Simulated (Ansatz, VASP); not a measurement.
SiC in VASP and in Ansatz

```
Si C
1.0
    -3.07520    0.00000    0.00000
    -1.53760   -2.66320    0.00000
    -0.61504    0.00000   10.09633
Si C
4 4
Direct
  0.15212 0.33333 0.90605
  0.25212 0.33333 0.40605
  0.63546 0.66667 0.15605
  0.53546 0.66667 0.65605
  0.31454 0.33333 0.09395
  0.21454 0.33333 0.59395
  0.59788 0.66667 0.34395
  0.49788 0.66667 0.84395
```

Alike in both runs: task single point; functional r2SCAN; k mesh 8 × 8 × 3; occupations gaussian, width 0.05 eV; no spin polarisation.

|  | VASP | Ansatz |
| --- | --- | --- |
| version | VASP 6.6.1 | Ansatz 0.2.0 |
| potentials or method | VASP PAW PBE potentials, release 64 (Si, C), cutoff 520 eV | scalar-relativistic, plane waves, PAW |
| valence electrons in the cell | 32 | 32 |

```tsv
	VASP	Ansatz	Ansatz less VASP
gap on the k mesh at the Fermi level (eV)	2.36	2.36	-0.008
least direct gap on the mesh (eV)	3.97	3.96	-0.009
pressure (GPa)	-0.8	-0.6	+0.17
traceless stress, the component that is largest in VASP (GPa)	8.61	8.57	-0.045
rms of the force components (eV/Å)	0.492	0.491	-0.0009
```

VASP's potentials were made for PBE, not for r2SCAN. Atom by atom the forces differ by 0.003 eV/Å (rms over components).
